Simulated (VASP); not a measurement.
# Pd (Im-3m) in VASP: notebook

Runs on Pd. Level: LDA. Tasks: single point.

Program: VASP 6.6.1. These are calculated values, not measurements. Logs are shortened: lines on timing, memory, paths and dates and some standing lists are left out, and cuts for length are marked.

## (1) The cell of the first run

The structure is cubic, space group Im-3m (No. 229). Conventional cell: a = 3.054 Å, b = 3.054 Å, c = 3.054 Å, α = 90.00°, β = 90.00°, γ = 90.00°. Pd (site symmetry m-3m) has 14 Pd at 2.64 to 3.05 Å within 3.5 Å.

This isn't the form of Pd at room conditions, which is fcc.

## (2) Single point, LDA, collinear spin

The input, INCAR:

```
PREC     = Accurate       # precision mode
ENCUT    = 520            # plane-wave cutoff, eV
EDIFF    = 1E-6           # SCF threshold, eV
ISMEAR   = -1             # smearing method
SIGMA    = 0.05           # smearing width, eV
LREAL    = False          # projectors in reciprocal space
LASPH    = True           # aspherical terms in the spheres
NELM     = 150            # most SCF steps
ALGO     = Normal         # electronic algorithm
ISIF     = 2              # what is computed and relaxed
LWAVE    = False          # write WAVECAR
LCHARG   = False          # write CHGCAR
ISPIN    = 2              # spin polarisation
MAGMOM   = 0.5 -0.5       # initial moments
LORBIT   = 11             # projections on sites
LMAXMIX  = 4              # l up to which the mixer works
NBANDS   = 21             # bands
```

The input, KPOINTS:

```
Automatic mesh
0
Gamma
  10 10 10
```

The input, POSCAR:

```
Pd
1.0
    3.0538279201      0.0000000000      0.0000000000
    0.0000000000      3.0538279201      0.0000000000
    0.0000000000      0.0000000000      3.0538279201
Pd
2
Direct
    0.0000000000      0.0000000000      0.0000000000
    0.5000000000      0.5000000000      0.5000000000
```

Potentials or basis: VASP PAW LDA potentials, release 64 (Pd).

Command:

```sh
$ cat potpaw_LDA.64/Pd/POTCAR > POTCAR
$ mpirun -np 1 vasp_std > vasp.out
```

OUTCAR:

```text
PREC = Accurate
   ENCUT = 520
   EDIFF = 1E-6
   ISMEAR = -1
   LREAL = False
   LASPH = True
   NELM = 150
   ISIF = 2
   ISPIN = 2
   LORBIT = 11

 ion  position               nearest neighbor table
   1  0.000  0.000  0.000-   2 2.64   2 2.64   2 2.64   2 2.64   2 2.64   2 2.64   2 2.64   2 2.64

   2  0.500  0.500  0.500-   1 2.64   1 2.64   1 2.64   1 2.64   1 2.64   1 2.64   1 2.64   1 2.64

  LATTYP: Found a simple cubic cell.
 ALAT       =     3.0538279201

  Lattice vectors:

 A1 = (   3.0538279201,   0.0000000000,   0.0000000000)
 A2 = (   0.0000000000,   3.0538279201,   0.0000000000)
 A3 = (   0.0000000000,   0.0000000000,   3.0538279201)

Analysis of symmetry for initial positions (statically):
=====================================================================
 Subroutine PRICEL returns following result:

  LATTYP: Found a body centered cubic cell.
 ALAT       =     3.0538279201

  Lattice vectors:

 A1 = (   1.5269139601,   1.5269139601,  -1.5269139600)
 A2 = (  -1.5269139601,   1.5269139600,   1.5269139600)
 A3 = (   1.5269139601,  -1.5269139600,   1.5269139601)

   2 primitive cells build up your supercell.

 Routine SETGRP: Setting up the symmetry group for a
 simple cubic supercell.

 Subroutine GETGRP returns: Found 48 space group operations
 (whereof 48 operations were pure point group operations)
 out of a pool of 48 trial point group operations.

The static configuration has the point symmetry O_h .

Analysis of symmetry for dynamics (positions and initial velocities):
=====================================================================
 Subroutine PRICEL returns following result:

  LATTYP: Found a body centered cubic cell.
 ALAT       =     3.0538279201

  Lattice vectors:

 A1 = (   1.5269139601,   1.5269139601,  -1.5269139600)
 A2 = (  -1.5269139601,   1.5269139600,   1.5269139600)
 A3 = (   1.5269139601,  -1.5269139600,   1.5269139601)

   2 primitive cells build up your supercell.

 Routine SETGRP: Setting up the symmetry group for a
 simple cubic supercell.

 Subroutine GETGRP returns: Found 48 space group operations
 (whereof 48 operations were pure point group operations)
 out of a pool of 48 trial point group operations.

The dynamic configuration has the point symmetry O_h .

Analysis of structural, dynamic, and magnetic symmetry:
=====================================================================
 Subroutine PRICEL returns following result:

  LATTYP: Found a body centered cubic cell.
 ALAT       =     3.0538279201

  Lattice vectors:

 A1 = (   1.5269139601,   1.5269139601,  -1.5269139600)
 A2 = (  -1.5269139601,   1.5269139600,   1.5269139600)
 A3 = (   1.5269139601,  -1.5269139600,   1.5269139601)

   2 primitive cells build up your supercell.

 Routine SETGRP: Setting up the symmetry group for a
 simple cubic supercell.

 Subroutine GETGRP returns: Found 48 space group operations
 (whereof 48 operations were pure point group operations)
 out of a pool of 48 trial point group operations.

The overall configuration has the point symmetry O_h .

 Subroutine INISYM returns: Found 48 space group operations
 (whereof 48 operations are pure point group operations),
 and found     2 'primitive' translations

----------------------------------------------------------------------------------------

                                     Primitive cell

  volume of cell :      14.2398

  direct lattice vectors                    reciprocal lattice vectors
     1.526913960  1.526913960 -1.526913960     0.327457875  0.327457875  0.000000000
    -1.526913960  1.526913960  1.526913960    -0.000000000  0.327457875  0.327457875
     1.526913960 -1.526913960  1.526913960     0.327457875  0.000000000  0.327457875

  length of vectors
     2.644692558  2.644692558  2.644692558     0.463095367  0.463095367  0.463095367

  position of ions in fractional coordinates (direct lattice)
     0.000000000  0.000000000  0.000000000

  ion indices of the primitive-cell ions
   primitive index   ion index
                 1           1

----------------------------------------------------------------------------------------

 KPOINTS: Automatic mesh

Automatic generation of k-mesh.
 Grid dimensions read from file:
 generate k-points for:   10   10   10

 Generating k-lattice:

  Cartesian coordinates                     Fractional coordinates (reciprocal lattice)
     0.032745787  0.000000000  0.000000000     0.100000000  0.000000000  0.000000000
     0.000000000  0.032745787  0.000000000     0.000000000  0.100000000  0.000000000
     0.000000000  0.000000000  0.032745787     0.000000000  0.000000000  0.100000000

  Length of vectors
     0.032745787  0.032745787  0.032745787

  Shift w.r.t. Gamma in fractional coordinates (k-lattice)
     0.000000000  0.000000000  0.000000000

 Subroutine IBZKPT returns following result:
 ===========================================

 Found     56 irreducible k-points:

 Following reciprocal coordinates:
            Coordinates               Weight
  0.000000  0.000000  0.000000      1.000000
  0.100000  0.000000  0.000000      6.000000
  0.200000  0.000000  0.000000      6.000000
  0.300000  0.000000  0.000000      6.000000
  0.400000  0.000000  0.000000      6.000000
  0.500000  0.000000  0.000000      3.000000
[... 16 lines left out ...]
  0.200000  0.100000  0.100000     24.000000
  0.300000  0.100000  0.100000     24.000000
 [... further k-points ...]
   k-points           NKPTS =     56   k-points in BZ     NKDIM =     56   number of bands    NBANDS=     21
   number of dos      NEDOS =    301   number of ions     NIONS =      2
   total plane-waves  NPLWV =  13824
   dimension x,y,z NGX =    24 NGY =   24 NGZ =   24
   dimension x,y,z NGXF=    48 NGYF=   48 NGZF=   48
   ions per type =               2
   NGX,Y,Z   is equivalent  to a cutoff of  13.07, 13.07, 13.07 a.u.
   NGXF,Y,Z  is equivalent  to a cutoff of  26.13, 26.13, 26.13 a.u.
 SYSTEM =  unknown system
   PREC   = accura    normal or accurate (medium, high low for compatibility)
   ISTART =      0    job   : 0-new  1-cont  2-samecut
   ICHARG =      2    charge: 1-file 2-atom 10-const
   ISPIN  =      2    spin polarized calculation?
   LNONCOLLINEAR =      F non collinear calculations
   LSORBIT =      F    spin-orbit coupling
   LASPH  =      T    aspherical Exc in radial PAW
   ENCUT  =  520.0 eV  38.22 Ry    6.18 a.u.   5.68  5.68  5.68*2*pi/ulx,y,z
   NELM   =    150;   NELMIN=  2; NELMDL= -5     # of ELM steps
   EDIFF  = 0.1E-05   stopping-criterion for ELM
   LREAL  =      F    real-space projection
   EDIFFG = 0.1E-04   stopping-criterion for IOM
   NSW    =      0    number of steps for IOM
   IBRION =     -1    ionic relax: 0-MD 1-quasi-New 2-CG
   NFREE  =      0    steps in history (QN), initial steepest desc. (CG)
   ISIF   =      2    stress and relaxation
   ISYM   =      2    0-nonsym 1-usesym 2-fastsym
   POTIM  = 0.5000    time-step for ionic-motion
   TEBEG  =    0.0;   TEEND  =   0.0 temperature during run
   PSTRESS=    0.0 pullay stress
   NELECT =      20.0000    total number of electrons
   NUPDOWN=      -1.0000    fix difference up-down
   EMIN   =  10.00;   EMAX   =-10.00  energy-range for DOS
   EFERMI =   0.00;   METHOD = LEGACY
   ISMEAR =    -1;   SIGMA  =   0.05  broadening in eV -4-tet -1-fermi 0-gaus
   EFERMI_NEDOS =   21; number of points for ismear=-14 and -15
   IALGO  =     38    algorithm
   IMIX   =      4    mixing-type and parameters
     AMIX     =   0.40;   BMIX     =  1.00
     AMIX_MAG =   1.60;   BMIX_MAG =  1.00
  volume/ion in A,a.u.               =      14.24        96.09
  Fermi-wavevector in a.u.,A,eV,Ry     =   1.455147  2.749830 28.809703  2.117453
  Thomas-Fermi vector in A             =   2.572216
   LORBIT       =     11    0 simple, 1 ext, 2 COOP (PROOUT), +10 PAW based schemes
   GGA     = CA    functional components
   LHFCALC =     F    Hartree Fock is set to
   AEXX    =    0.0000 exact exchange contribution
   IVDW    =     0    specifies the selected vdW correction
   LEPSILON=     F    determine dielectric tensor
   LRPA    =     F    only Hartree local field effects (RPA)
 spin polarized calculation
  energy-cutoff  :      520.00
  volume of cell :       28.48
 maximum number of plane-waves:       776
 NGX is ok and might be reduce to    24
   NGX = 11   NGY = 11   NGZ = 11

 number of electron      19.9999990 magnetization      -0.0000000

 number of electron      19.9999990 magnetization       0.0000000

 Free energy of the ion-electron system (eV)
  ---------------------------------------------------
  ext. energy  EPLUGINS =         0.00000000
  ---------------------------------------------------
  free energy    TOTEN  =       -12.88280911 eV

  energy without entropy =      -12.86542535  energy(sigma->0) =      -12.87411723

 E-fermi :  10.1490     XC(G=0): -13.7320

 val. band max:       10.0629211006   @ k =   0.3000   0.1000   0.1000
 cond. band min:      10.1733659658   @ k =   0.1000   0.0000   0.0000
 fundamental gap:      0.1104448651
 Fermi energy:        10.1490250193

 spin component 1

 k-point     1 :       0.0000    0.0000    0.0000
  band No.  band energies     occupation
      1       2.6997      1.00000
      2       4.6083      1.00000
      3       4.6083      1.00000
      4       7.0214      1.00000
      5       7.0214      1.00000
      6       7.0214      1.00000
[... 550 lines left out ...]
      5       6.8312      1.00000
      6       7.8553      1.00000
[... 13 lines left out ...]
     20      33.4065      0.00000
     21      34.2374      0.00000

 [... further k-points ...]

 spin component 2

 k-point     1 :       0.0000    0.0000    0.0000
  band No.  band energies     occupation
      1       2.6997      1.00000
      2       4.6083      1.00000
      3       4.6083      1.00000
      4       7.0214      1.00000
      5       7.0214      1.00000
      6       7.0214      1.00000
[... 550 lines left out ...]
      5       6.8312      1.00000
      6       7.8553      1.00000
[... 13 lines left out ...]
     20      33.4065      0.00000
     21      34.2374      0.00000

 [... further k-points ...]

------------------------ aborting loop because EDIFF is reached ----------------------------------------

  FORCE on cell =-STRESS in cart. coord.  units (eV):
  Direction    XX          YY          ZZ          XY          YZ          ZX
  --------------------------------------------------------------------------------------
  -------------------------------------------------------------------------------------
  Total        0.0410185      0.0410185      0.0410185     -0.0000000      0.0000000      0.0000000
  in kB        2.3075811      2.3075811      2.3075811     -0.0000000      0.0000000      0.0000000
  external PRESSURE =       2.3075811 kB  Pullay stress =       0.0000000 kB

 VOLUME and BASIS-vectors are now :
 -----------------------------------------------------------------------------
  energy-cutoff  :      520.00
  volume of cell :       28.48
      direct lattice vectors                 reciprocal lattice vectors
     3.053827920  0.000000000  0.000000000     0.327457875  0.000000000  0.000000000
     0.000000000  3.053827920  0.000000000     0.000000000  0.327457875  0.000000000
     0.000000000  0.000000000  3.053827920     0.000000000  0.000000000  0.327457875

 POSITION                                       TOTAL-FORCE (eV/Angst)
 -----------------------------------------------------------------------------------
      0.00000      0.00000      0.00000        -0.000000     -0.000000     -0.000000
      1.52691      1.52691      1.52691         0.000000      0.000000      0.000000
 -----------------------------------------------------------------------------------
    total drift:                                0.000000      0.000000     -0.000000

  FREE ENERGIE OF THE ION-ELECTRON SYSTEM (eV)
  ---------------------------------------------------
  free  energy   TOTEN  =       -12.8828091087 eV

  energy  without entropy=      -12.8654253535  energy(sigma->0) =      -12.87411723

 total charge

# of ion       s       p       d       tot
------------------------------------------
    1        0.511   0.514   8.498   9.523
    2        0.511   0.514   8.498   9.523
--------------------------------------------------
tot          1.021   1.029  16.997  19.047

 magnetization (x)

# of ion       s       p       d       tot
------------------------------------------
    1        0.000   0.000  -0.000   0.000
    2       -0.000  -0.000   0.000  -0.000
--------------------------------------------------
tot          0.000   0.000   0.000   0.000
```

Run time: 16 s. Hardware: 1 thread of Intel Xeon 6975P-C (Granite Rapids), shared host; peak memory 0.16 GiB.

Results:

* Free energy: -12.8828 eV
* Pressure: 0.2 GPa
* Band gap on the k mesh: zero (filled and empty bands overlap)
* Net moment: 0.00 μB per cell
* Valence electrons inside the program's atomic spheres: Pd 9.52

## (3) Single point, LDA, collinear spin (12.53 Å³/atom)

This run uses another cell than the first one, of 12.53 Å³/atom.

The input, INCAR:

```
SYSTEM = Pd
ALGO = Normal ; EDIFF = 1E-7
ENCUT = 520 ; GGA = CA
ISIF = 2 ; ISMEAR = -1
ISPIN = 2 ; LASPH = .TRUE.
LCHARG = .FALSE. ; LMAXMIX = 4
LORBIT = 11 ; LREAL = .FALSE.
LWAVE = .FALSE. ; MAGMOM = 0.5 -0.5
NBANDS = 21 ; NELM = 150
PREC = Accurate ; SIGMA = 0.05
```

The input, KPOINTS:

```
k-points
0
G
  12 12 12
  0 0 0
```

The input, POSCAR:

```
Pd
1.0
    2.9264343473      0.0000000000      0.0000000000
    0.0000000000      2.9264343473      0.0000000000
    0.0000000000      0.0000000000      2.9264343473
Pd
2
Direct
    0.0000000000      0.0000000000      0.0000000000
    0.5000000000      0.5000000000      0.5000000000
```

Potentials or basis: VASP PAW LDA potentials, release 64 (Pd).

Command:

```sh
$ cat potpaw_LDA.64/Pd/POTCAR > POTCAR
$ mpirun -np 1 vasp_std > vasp.out
```

Run time: 28 s. Hardware: 1 thread of Intel Xeon 6975P-C (Granite Rapids), shared host; peak memory 0.17 GiB.

It converged, with:

```yaml
Free_energy: -12.4919 eV
Pressure: 40.6 GPa
Band_gap_on_the_k_mesh: zero (filled and empty bands overlap)
Net_moment: 0.00 μB per cell
Valence_electrons_inside_the_program's_atomic_spheres: Pd 9.87
```

Levels at points of the mesh, in eV from the Fermi level:
Spin up:
```csv
k point,band 8,band 9,band 10,band 11,band 12,band 13
"(0.00, 0.00, 0.00)",-1.22,0.35,0.35,0.35,9.81,9.81
"(0.50, 0.00, 0.00)",-3.02,-1.94,-1.94,0.84,0.84,18.14
"(0.50, 0.50, 0.00)",-0.87,0.88,0.88,1.08,1.08,9.49
"(0.50, 0.50, 0.50)",-0.80,-0.80,-0.80,10.00,10.00,10.64
```
Spin down:
```tsv
k point	band 7	band 8	band 9	band 10	band 11	band 12	band 13	band 14
(0.00, 0.00, 0.00)	-1.22	-1.22	0.35	0.35	0.35	9.81	9.81	9.81
(0.50, 0.00, 0.00)	-3.02	-3.02	-1.94	-1.94	0.84	0.84	18.14	18.14
(0.50, 0.50, 0.00)	-0.87	-0.87	0.88	0.88	1.08	1.08	9.49	9.49
(0.50, 0.50, 0.50)	-0.80	-0.80	-0.80	-0.80	10.00	10.00	10.64	10.64
```

Caveat: the cell stands under pressure.

## (4) Single point, LDA, collinear spin (13.10 Å³/atom)

This run uses another cell than the first one, of 13.10 Å³/atom.

The input, INCAR:

```
SYSTEM = Pd
ALGO     = Normal         ! electronic algorithm
EDIFF    = 1E-6           ! SCF threshold, eV
ENCUT    = 520            ! plane-wave cutoff, eV
GGA      = CA             ! functional
ISIF     = 2              ! what is computed and relaxed
ISMEAR   = -1             ! smearing method
ISPIN    = 2              ! spin polarisation
LASPH    = .True.         ! aspherical terms in the spheres
LCHARG   = .False.        ! write CHGCAR
LMAXMIX  = 4              ! l up to which the mixer works
LORBIT   = 11             ! projections on sites
LREAL    = .False.        ! projectors in reciprocal space
LWAVE    = .False.        ! write WAVECAR
MAGMOM   = 0.5 -0.5       ! initial moments
NBANDS   = 21             ! bands
NELM     = 150            ! most SCF steps
PREC     = Accurate       ! precision mode
SIGMA    = 0.05           ! smearing width, eV
```

The input, KPOINTS:

```
k-points
0
Gamma
  12 12 12
  0 0 0
```

The input, POSCAR:

```
Pd
1.0
    2.9701189123      0.0000000000      0.0000000000
    0.0000000000      2.9701189123      0.0000000000
    0.0000000000      0.0000000000      2.9701189123
Pd
2
Direct
    0.0000000000      0.0000000000      0.0000000000
    0.5000000000      0.5000000000      0.5000000000
```

Command:

```sh
$ cat potpaw_LDA.64/Pd/POTCAR > POTCAR
$ mpirun -np 1 vasp_std > vasp.out
```

Wall time 26 s (1 thread of Intel Xeon 6975P-C (Granite Rapids), shared host); peak memory 0.18 GiB.

It converged, with:

```yaml
Free_energy: -12.7188 eV
Pressure: 23.8 GPa
Band_gap_on_the_k_mesh: zero (filled and empty bands overlap)
Net_moment: 0.00 μB per cell
Valence_electrons_inside_the_program's_atomic_spheres: Pd 9.74
```

Levels at points of the mesh, in eV from the Fermi level:
Spin up:
```
           k point  band 6  band 7  band 8  band 9  band 10  band 11  band 12  band 13  band 14  band 15
(0.00, 0.00, 0.00)   -3.57   -1.14   -1.14    0.32     0.32     0.32     9.62     9.62     9.62    19.35
(0.50, 0.00, 0.00)   -2.82   -2.82   -2.82   -1.80    -1.80     0.80     0.80    17.83    17.83    18.41
(0.50, 0.50, 0.00)   -1.21   -0.82   -0.82    0.81     0.81     1.15     1.15     9.03     9.03    15.32
(0.50, 0.50, 0.50)   -4.32   -0.75   -0.75   -0.75    -0.75     9.64     9.64    10.32    10.32    10.32
```
Spin down:
```csv
k point,band 8,band 9,band 10,band 11,band 12,band 13
"(0.00, 0.00, 0.00)",-1.14,0.32,0.32,0.32,9.62,9.62
"(0.50, 0.00, 0.00)",-2.82,-1.80,-1.80,0.80,0.80,17.83
"(0.50, 0.50, 0.00)",-0.82,0.81,0.81,1.15,1.15,9.03
"(0.50, 0.50, 0.50)",-0.75,-0.75,-0.75,9.64,9.64,10.32
```

Caveat: the cell stands under pressure.

## (5) Summary

```csv
cell,k mesh,gap on the mesh (eV),pressure (GPa),moment (μB)
"a = 3.054 Å, 2 atoms",10 × 10 × 10,none,0.2,0.00
"a = 2.926 Å, 2 atoms",12 × 12 × 12,none,40.6,0.00
"a = 2.970 Å, 2 atoms",12 × 12 × 12,none,23.8,0.00
```

Alike in all rows: task single point; level LDA; potentials or basis VASP PAW LDA potentials, release 64 (Pd); spin collinear; cutoff (eV) 520; smearing fermi-dirac 0.05 eV.

Caveats: the cell stands under pressure (at least some runs).

Absolute energies hang on the potentials; compare differences alone.
